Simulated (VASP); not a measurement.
# SiC (Moissanite 3C) in VASP: notebook, part 2 of 2

VASP 6.6.1. Earlier steps stand in the parts before.

### 4 Single point, PBE (volume scaled by 1.06, then relaxed in part)

Contents of INCAR:

```
SYSTEM = SiC
PREC = Accurate ; ENCUT = 520
EDIFF = 1E-7 ; ISMEAR = -1
SIGMA = 0.02 ; LREAL = .False.
LASPH = .True. ; NELM = 100
ALGO = Normal ; ISIF = 2
LWAVE = .False. ; LCHARG = .False.
GGA = PE ; NBANDS = 11
```

Contents of KPOINTS:

```
Automatic mesh
0
Gamma
  17 17 17
  0 0 0
```

Contents of POSCAR:

```
SiC
1.0
    0.0000000000      2.2217363401      2.2217363401
    2.2217363401      0.0000000000      2.2217363401
    2.2217363401      2.2217363401      0.0000000000
Si C
1 1
Direct
    0.0000000000      0.0000000000      0.0000000000
    0.2500000000      0.2500000000      0.2500000000
```

Potentials or basis: VASP PAW PBE potentials, release 64 (Si, C).

Command:

```
cat potpaw_PBE.64/Si/POTCAR potpaw_PBE.64/C/POTCAR > POTCAR
mpirun -np 1 vasp_std > vasp.out
```

OUTCAR:

```text
SYSTEM = SiC
   PREC = Accurate
   ENCUT = 520
   EDIFF = 1E-7
   ISMEAR = -1
   LREAL = .False.
   LASPH = .True.
   NELM = 100
   ISIF = 2
   GGA = PE

 ion  position               nearest neighbor table
   1  0.000  0.000  0.000-   2 1.92   2 1.92   2 1.92   2 1.92
   2  0.250  0.250  0.250-   1 1.92   1 1.92   1 1.92   1 1.92

  LATTYP: Found a face centered cubic cell.
 ALAT       =     4.4434726802

  Lattice vectors:

 A1 = (   0.0000000000,   2.2217363401,   2.2217363401)
 A2 = (   2.2217363401,   0.0000000000,   2.2217363401)
 A3 = (   2.2217363401,   2.2217363401,   0.0000000000)

Analysis of symmetry for initial positions (statically):
=====================================================================
 Subroutine PRICEL returns:
 Original cell was already a primitive cell.

 Routine SETGRP: Setting up the symmetry group for a
 face centered cubic supercell.

 Subroutine GETGRP returns: Found 24 space group operations
 (whereof 24 operations were pure point group operations)
 out of a pool of 48 trial point group operations.

The static configuration has the point symmetry T_d .

Analysis of symmetry for dynamics (positions and initial velocities):
=====================================================================
 Subroutine PRICEL returns:
 Original cell was already a primitive cell.

 Routine SETGRP: Setting up the symmetry group for a
 face centered cubic supercell.

 Subroutine GETGRP returns: Found 24 space group operations
 (whereof 24 operations were pure point group operations)
 out of a pool of 48 trial point group operations.

The dynamic configuration has the point symmetry T_d .

 Subroutine INISYM returns: Found 24 space group operations
 (whereof 24 operations are pure point group operations),
 and found     1 'primitive' translations

----------------------------------------------------------------------------------------

                                     Primitive cell

  volume of cell :      21.9335
[... 110 lines left out ...]
  volume/ion in A,a.u.               =      10.97        74.01
  Fermi-wavevector in a.u.,A,eV,Ry     =   1.169685  2.210384 18.614992  1.368163
  Thomas-Fermi vector in A             =   2.306154
   LORBIT       =      0    0 simple, 1 ext, 2 COOP (PROOUT), +10 PAW based schemes
   GGA     = PE    functional components
   LHFCALC =     F    Hartree Fock is set to
   AEXX    =    0.0000 exact exchange contribution
   IVDW    =     0    specifies the selected vdW correction
   LEPSILON=     F    determine dielectric tensor
   LRPA    =     F    only Hartree local field effects (RPA)
 non-spin polarized calculation
  energy-cutoff  :      520.00
  volume of cell :       21.93
 maximum number of plane-waves:       609
   NGX = 11   NGY = 11   NGZ = 11

 number of electron       8.0000000 magnetization

 Free energy of the ion-electron system (eV)
  ---------------------------------------------------
  ext. energy  EPLUGINS =         0.00000000
  ---------------------------------------------------
  free energy    TOTEN  =       -15.03553649 eV

  energy without entropy =      -15.03553649  energy(sigma->0) =      -15.03553649

 E-fermi :   7.9064     XC(G=0): -11.1034

 val. band max:        7.4659729614   @ k =   0.0000   0.0000   0.0000
 cond. band min:       8.9126885647   @ k =   0.4706   0.4706   0.0000
 fundamental gap:      1.4467156033
 Fermi energy:         7.9064342306

 k-point     1 :       0.0000    0.0000    0.0000
  band No.  band energies     occupation
      1      -7.4874      2.00000
      2       7.4660      2.00000
      3       7.4660      2.00000
      4       7.4660      2.00000
      5      13.0206      0.00000
      6      14.3804      0.00000
      7      14.3804      0.00000
      8      14.3804      0.00000
      9      21.6382      0.00000
     10      21.6382      0.00000
     11      23.0622      0.00000
[... 309 lines left out ...]
 k-point    24 :      -0.1176    0.0588    0.0000
  band No.  band energies     occupation
      1      -7.0803      2.00000
      2       5.6944      2.00000
      3       6.8159      2.00000
      4       7.3681      2.00000
      5      13.5672      0.00000
      6      14.4706      0.00000
      7      14.6527      0.00000
      8      15.3882      0.00000
      9      19.6845      0.00000
     10      20.7299      0.00000
     11      23.5473      0.00000

 [... further k-points ...]
[... 5 lines left out ...]
  --------------------------------------------------------------------------------------
  -------------------------------------------------------------------------------------
  Total       -1.1626692     -1.1626692     -1.1626692      0.0000000      0.0000000     -0.0000000
  in kB      -84.9296251    -84.9296251    -84.9296251      0.0000000      0.0000000     -0.0000000
  external PRESSURE =     -84.9296251 kB  Pullay stress =       0.0000000 kB

 VOLUME and BASIS-vectors are now :
 -----------------------------------------------------------------------------
  energy-cutoff  :      520.00
  volume of cell :       21.93
      direct lattice vectors                 reciprocal lattice vectors
     0.000000000  2.221736340  2.221736340    -0.225049206  0.225049206  0.225049206
     2.221736340  0.000000000  2.221736340     0.225049206 -0.225049206  0.225049206
     2.221736340  2.221736340  0.000000000     0.225049206  0.225049206 -0.225049206

 POSITION                                       TOTAL-FORCE (eV/Angst)
 -----------------------------------------------------------------------------------
      0.00000      0.00000      0.00000         0.000000      0.000000      0.000000
      1.11087      1.11087      1.11087        -0.000000     -0.000000     -0.000000
 -----------------------------------------------------------------------------------
    total drift:                                0.000000      0.000000      0.000000

  FREE ENERGIE OF THE ION-ELECTRON SYSTEM (eV)
  ---------------------------------------------------
  free  energy   TOTEN  =       -15.0355364904 eV

  energy  without entropy=      -15.0355364904  energy(sigma->0) =      -15.03553649
```

OSZICAR:

```text
N       E                     dE             d eps       ncg     rms          rms(c)
DAV:   1     0.377448090521E+01    0.37745E+01   -0.39655E+03  3769   0.611E+02
DAV:   2    -0.160837867928E+02   -0.19858E+02   -0.18886E+02  4635   0.107E+02
DAV:   3    -0.167317525540E+02   -0.64797E+00   -0.64671E+00  4508   0.163E+01
DAV:   4    -0.167344039406E+02   -0.26514E-02   -0.26512E-02  4113   0.133E+00
DAV:   5    -0.167344165882E+02   -0.12648E-04   -0.12647E-04  4504   0.865E-02    0.823E+00
DAV:   6    -0.150754803520E+02    0.16589E+01   -0.64026E+00  4053   0.110E+01    0.360E+00
DAV:   7    -0.150425685396E+02    0.32912E-01   -0.31751E-01  4359   0.328E+00    0.168E+00
DAV:   8    -0.150353179021E+02    0.72506E-02   -0.19286E-02  4122   0.923E-01    0.172E-01
DAV:   9    -0.150354122992E+02   -0.94397E-04   -0.17793E-03  4555   0.234E-01    0.111E-01
DAV:  10    -0.150355333265E+02   -0.12103E-03   -0.27272E-04  4047   0.981E-02    0.264E-02
DAV:  11    -0.150355359748E+02   -0.26483E-05   -0.50975E-05  4338   0.359E-02    0.708E-03
DAV:  12    -0.150355364811E+02   -0.50632E-06   -0.23472E-06  4251   0.908E-03    0.120E-03
DAV:  13    -0.150355364904E+02   -0.93050E-08   -0.13912E-07  4087   0.234E-03
   1 F= -.15035536E+02 E0= -.15035536E+02  d E =-.454638E-12
```

Wall time 40 s (1 thread of Intel Xeon Platinum 8259CL at 2.50GHz (Skylake/Cascade Lake), shared host); peak memory 0.16 GiB.

What came out:

| Item | Value |
| --- | --- |
| Free energy | -15.0355 eV |
| Pressure | -8.5 GPa |
| Band gap on the k mesh | 1.45 eV, indirect (least direct gap 4.50 eV) |

 A k mesh can miss the band edges.

### 5 Single point, PBE (z stretched by -3 %, then relaxed in part)

Contents of INCAR:

```
SYSTEM = SiC
  ALGO = Normal
  EDIFF = 1E-7
  ENCUT = 520
  GGA = PE
  ISIF = 2
  ISMEAR = -1
  LASPH = .TRUE.
  LCHARG = .TRUE.
  LELF = .TRUE.
  LREAL = .FALSE.
  LVHAR = .TRUE.
  LWAVE = .FALSE.
  NBANDS = 11
  NELM = 80
  PREC = Accurate
  SIGMA = 0.02
```

Contents of KPOINTS:

```
k-points
0
G
  17 17 17
  0 0 0
```

Contents of POSCAR:

```
SiC
1.0
    0.0000000000      2.1790000000      2.1136300000
    2.1790000000      0.0000000000      2.1136300000
    2.1790000000      2.1790000000      0.0000000000
Si C
1 1
Direct
    0.0000000000      0.0000000000      0.0000000000
    0.2500000000      0.2500000000      0.2500000000
```

Command:

```
cat potpaw_PBE.64/Si/POTCAR potpaw_PBE.64/C/POTCAR > POTCAR
mpirun -np 1 vasp_std > vasp.out
```

It took 91 s on 1 thread of Intel Xeon Platinum 8259CL at 2.50GHz (Skylake/Cascade Lake), shared host; peak memory 0.2 GiB.

The run converged. Its results:

```
Free energy            : -15.0220 eV
Pressure               : 10.4 GPa
Band gap on the k mesh : 1.06 eV, indirect (least direct gap 4.55 eV)
```

Stress tensor (GPa, compression positive):
```
 7.94  0.00  0.00
 0.00  7.94  0.00
 0.00  0.00 15.28
```

Levels at points of the mesh, in eV from the valence-band top:
| k point | band 1 | band 2 | band 3 | band 4 | band 5 | band 6 | band 7 | band 8 |
| --- | --- | --- | --- | --- | --- | --- | --- | --- |
| (0.00, 0.00, 0.00) | -15.78 | -0.20 | -0.20 | 0.00 | 6.45 | 7.34 | 7.42 | 7.42 |

Caveat: the cell differs from its parent crystal (z stretched by -3 %, then relaxed in part). A k mesh can miss the band edges.

### 6 Single point, PBE (z stretched by -2 %, then relaxed in part)

Contents of INCAR:

```
ALGO = Normal
EDIFF = 1E-7
ENCUT = 520
GGA = PE
ISIF = 2
ISMEAR = -1
LASPH = True
LCHARG = False
LREAL = False
LWAVE = False
NBANDS = 11
NELM = 80
PREC = Accurate
SIGMA = 0.02
```

Contents of KPOINTS:

```
k-points
0
Gamma
  17 17 17
```

Contents of POSCAR:

```
SiC
1.0
    0.0000000000      2.1790000000      2.1354200000
    2.1790000000      0.0000000000      2.1354200000
    2.1790000000      2.1790000000      0.0000000000
Si C
1 1
Direct
    0.0000000000      0.0000000000      0.0000000000
    0.2500000000      0.2500000000      0.2500000000
```

Potentials or basis: VASP PAW PBE potentials, release 64 (Si, C).

Command:

```
cat potpaw_PBE.64/Si/POTCAR potpaw_PBE.64/C/POTCAR > POTCAR
mpirun -np 1 vasp_std > vasp.out
```

It took 74 s on 1 thread of Intel Xeon Platinum 8259CL at 2.50GHz (Skylake/Cascade Lake), shared host; peak memory 0.2 GiB.

The run converged. Its results:

```yaml
Free_energy: -15.0391 eV
Pressure: 7.9 GPa
Band_gap_on_the_k_mesh: 1.17 eV, indirect (least direct gap 4.56 eV)
```

Stress tensor (GPa, compression positive):
```
 6.24  0.00  0.00
 0.00  6.24  0.00
 0.00  0.00 11.22
```

Levels at points of the mesh, in eV from the valence-band top:
| k point | band 1 | band 2 | band 3 | band 4 | band 5 | band 6 | band 7 | band 8 |
| --- | --- | --- | --- | --- | --- | --- | --- | --- |
| (0.00, 0.00, 0.00) | -15.65 | -0.13 | -0.13 | 0.00 | 6.38 | 7.32 | 7.38 | 7.38 |

Caveat: the cell differs from its parent crystal (z stretched by -2 %, then relaxed in part). A k mesh can miss the band edges.

### 7 Summary

| cell | gap on the mesh (eV) | pressure (GPa) |
| --- | --- | --- |
| a = 3.102 Å, angles 60.0°, 2 atoms | 1.41 | -1.1 |
| a = 3.122 Å, angles 60.0°, 2 atoms | 1.43 | -5.0 |
| a = 3.142 Å, angles 60.0°, 2 atoms | 1.45 | -8.5 |
| a = 3.036, b = 3.036, c = 3.082 Å, angles 59.5, 59.5, 61.0°, 2 atoms | 1.06 | 10.4 |
| a = 3.051, b = 3.051, c = 3.082 Å, angles 59.7, 59.7, 60.7°, 2 atoms | 1.17 | 7.9 |

Alike in all rows: task single point; level PBE; potentials or basis VASP PAW PBE potentials, release 64 (Si, C); no spin polarisation; k mesh 17 × 17 × 17; cutoff (eV) 520; smearing fermi-dirac 0.02 eV.

Total energies depend on the potentials used, so only differences within one code and one set of settings carry meaning.
